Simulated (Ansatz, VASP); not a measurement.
**One calculation of Si12HO24, two programs**

```
CELL_PARAMETERS angstrom
9.83160 0.00000 0.00000
-4.91580 8.51442 0.00000
0.00000 0.00000 10.81820
ATOMIC_POSITIONS crystal
Si 0.27091 0.00944 0.16550
Si 0.99856 0.25925 0.33637
Si 0.22933 0.23504 0.99739
Si 0.25370 0.99438 0.68573
Si 0.99431 0.26059 0.82640
Si 0.20833 0.19465 0.51533
Si 0.26215 0.49759 0.17186
Si 0.00711 0.77124 0.32831
Si 0.22354 0.72729 0.00550
Si 0.26694 0.49253 0.65932
Si 0.99649 0.75556 0.84437
Si 0.23417 0.73800 0.49996
Si 0.76792 0.00277 0.16378
Si 0.51505 0.29097 0.32639
Si 0.73548 0.23561 0.99475
Si 0.75003 0.99455 0.66432
Si 0.49888 0.26944 0.83240
Si 0.72707 0.23407 0.49922
Si 0.78748 0.50967 0.15735
Si 0.50148 0.77123 0.33065
Si 0.73061 0.73211 0.99894
Si 0.76900 0.50175 0.66626
Si 0.48924 0.75492 0.83325
Si 0.73597 0.73346 0.49493
O 0.05860 0.18518 0.44266
O 0.29100 0.36665 0.10583
O 0.13986 0.42674 0.28700
O 0.20098 0.07202 0.05775
O 0.40663 0.37046 0.36153
O 0.43265 0.15393 0.22174
O 0.06371 0.20181 0.93799
O 0.29612 0.36022 0.59451
O 0.13300 0.42064 0.76628
O 0.14410 0.05346 0.61928
O 0.36189 0.29747 0.88893
O 0.42737 0.13829 0.72276
O 0.06984 0.70057 0.43567
O 0.29760 0.87258 0.10479
O 0.14592 0.93956 0.27920
O 0.19259 0.56569 0.06918
O 0.37255 0.80406 0.39559
O 0.42818 0.64217 0.22065
O 0.04846 0.68117 0.95653
O 0.28315 0.87212 0.60503
O 0.15738 0.91483 0.81137
O 0.21075 0.57530 0.55681
O 0.34646 0.77304 0.89053
O 0.42976 0.62465 0.72306
O 0.56750 0.21997 0.44184
O 0.81147 0.37133 0.09998
O 0.67410 0.44153 0.27610
O 0.70480 0.07084 0.05440
O 0.85988 0.28539 0.39199
O 0.93376 0.13888 0.21914
O 0.56888 0.20975 0.94328
O 0.79694 0.36519 0.60909
O 0.63625 0.43348 0.77449
O 0.68561 0.06528 0.55787
O 0.85949 0.29280 0.88103
O 0.91655 0.12769 0.71992
O 0.56894 0.69340 0.43072
O 0.79194 0.86293 0.10843
O 0.63998 0.93597 0.27617
O 0.70678 0.56830 0.05478
O 0.86888 0.79646 0.38702
O 0.95056 0.65389 0.20975
O 0.56444 0.70114 0.94373
O 0.78059 0.86180 0.60293
O 0.62066 0.92217 0.77498
O 0.71032 0.57133 0.55464
O 0.86155 0.79387 0.88926
O 0.93329 0.63874 0.72500
H 0.46868 0.48258 0.38186
H 0.27979 0.14422 0.45335
```

Alike in both runs: task single point; functional PBE; dispersion D3(BJ); k mesh 1 × 1 × 1; occupations gaussian, width 0.02 eV; no spin polarisation.

```csv
,VASP,Ansatz
version,VASP 6.6.1,Ansatz 0.2.0
potentials or method,"VASP PAW PBE potentials, release 64 (Si, O, H)","scalar-relativistic, plane waves, PAW"
plane-wave cutoff (eV),520,420
valence electrons in the cell,386,386
```

```tsv
	VASP	Ansatz	Ansatz less VASP
gap on the k mesh at the Fermi level (eV)	5.46	5.46	+0.004
least direct gap on the mesh (eV)	5.46	5.46	+0.004
```
